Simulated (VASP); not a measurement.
Li: electric field gradients with PBE

Li:

```
Li
1.0
     3.17202    0.00000    0.00000
    -1.58601    2.74705    0.00000
     0.00000    0.00000    5.19289
Li
2
Direct
  0.33333 0.66667 0.25000
  0.66667 0.33333 0.75000
```

This cell differs from its parent crystal: volume scaled by 1.06.

```json
{"Program": "VASP 6.6.1", "Task": "electric field gradients", "Functional": "PBE", "Potentials or basis": "VASP PAW PBE potentials, release 64 (Li_sv)", "Cutoff": "520 eV", "k mesh": "15 × 15 × 8", "Occupations": "fermi-dirac, width 0.08 eV", "Spin": "no spin polarisation", "Dipole correction": "no", "Further INCAR settings": "ALGO = Normal; EDIFF = 1e-08; NBANDS = 10"}
```

The band gap on the k mesh is zero (band 3 reaches 2.38 eV, above the bottom of band 4 at -2.02 eV).

Levels at points of the mesh, in eV from the Fermi level:
| k point | band 1 | band 2 | band 3 | band 4 | band 5 | band 6 |
| --- | --- | --- | --- | --- | --- | --- |
| (0.00, 0.00, 0.00) | -46.72 | -46.71 | -3.41 | 0.02 | 2.56 | 11.56 |
| (0.00, 0.00, 0.50) | -46.71 | -46.71 | -2.35 | -2.35 | 7.34 | 7.34 |

Run time: 15 s on 1 thread of Intel(R) Xeon(R) Platinum 8559C (Emerald Rapids) (shared host), peak memory 0.17 GiB.

Caveat: without QUAD_EFG the Cq values of the log hold for a quadrupole moment of 1 mb, not for the nuclei.
